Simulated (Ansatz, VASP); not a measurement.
# CaSe: VASP beside Ansatz

File POSCAR:

```
CaSe
1.0
    3.6707752259      0.0000000000      0.0000000000
    0.0000000000      3.6707752259      0.0000000000
    0.0000000000      0.0000000000      3.6707752259
Ca Se
1 1
Direct
    0.0000000000      0.0000000000      0.0000000000
    0.5000000000      0.5000000000      0.5000000000
```

File INCAR.step1:

```
SYSTEM = CaSe
ALGO = Normal
EDIFF = 1E-4
ENCUT = 520
GGA = PE
ISMEAR = 0
LASPH = .TRUE.
LCHARG = .FALSE.
LREAL = .FALSE.
LWAVE = .TRUE.
NBANDS = 15
NELM = 80
PREC = Accurate
SIGMA = 0.01
```

The input INCAR.step2:

```
SYSTEM = CaSe
ALGO = Normal
EDIFF = 1E-7
ENCUT = 520
ISIF = 2
ISMEAR = 0
ISTART = 1
LASPH = .TRUE.
LCHARG = .FALSE.
LMIXTAU = .TRUE.
LREAL = .FALSE.
LWAVE = .FALSE.
METAGGA = R2SCAN
NBANDS = 15
NELM = 80
PREC = Accurate
SIGMA = 0.01
```

KPOINTS

```
k-points
0
G
  6 6 6
  0 0 0
```

Input for Ansatz:

```yaml
crystal:
  lattice:
    - [3.6707752259, 0.0, 0.0]
    - [0.0, 3.6707752259, 0.0]
    - [0.0, 0.0, 3.6707752259]
  atoms:
    - { symbol: Ca, position: [0.0, 0.0, 0.0] }
    - { symbol: Se, position: [0.5, 0.5, 0.5] }
kpoints:
  mp_grid: { grid: [6, 6, 6] }
hamiltonian:
  xc: r2scan
scf:
  occupations: { method: fixed }
  n_extra_bands: 4
output:
  forces: true
  stress: true
  eigenvalues: true
```

Alike in both runs: task single point; functional r2SCAN; k mesh 6 × 6 × 6; no spin polarisation.

|  | VASP | Ansatz |
| --- | --- | --- |
| version | VASP 6.6.1 | Ansatz 0.2.0 |
| potentials or method | VASP PAW PBE potentials, release 64 (Ca_sv, Se) | plane waves, PAW |
| plane-wave cutoff (eV) | 520 | 500 |
| occupations | gaussian, width 0.01 eV | fixed |
| valence electrons in the cell | 16 | 26 |

```csv
,VASP,Ansatz,Ansatz less VASP
gap on the k mesh at the Fermi level (eV),1.28,1.27,-0.009
pressure (GPa),-1.3,-1.5,-0.18
```

VASP's potentials were made for PBE, not for r2SCAN. VASP's potentials hold 16 valence electrons a cell and Ansatz's 26, so a difference there can come from the potentials and not from the codes.
